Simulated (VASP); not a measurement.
Crystal: TePb.

```
Pb Te
1.0
     0.00000    3.26784    3.26784
     3.26784    0.00000    3.26784
     3.26784    3.26784    0.00000
Pb Te
1 1
Direct
  0.00000 0.00000 0.00000
  0.50000 0.50000 0.50000
```

Base run:

```yaml
Program: VASP 6.6.1
Functional: HSE06
Potentials_or_basis: VASP PAW PBE potentials, release 64 (Pb_d, Te)
Cutoff: 520 eV
k_mesh: 4 × 4 × 4
Occupations: gaussian, width 0.01 eV
Spin: no spin polarisation
```

Its results: band gap on the k mesh 1.17 eV, direct; pressure -0.5 GPa.

Problem. After a change of settings the same cell gave: band gap on the k mesh 0.80 eV, direct; pressure 0.6 GPa. Which change was it?
A. functional from HSE06 to PBE; k mesh from 4 × 4 × 4 to 6 × 6 × 6
B. functional from HSE06 to r2SCAN
C. functional from HSE06 to PBE0

Solution. A.

Caveats: spin-orbit coupling is left out, which moves the levels of the heavy elements; the PAW data sets were made with another functional, which shifts forces and pressure a little (some runs).
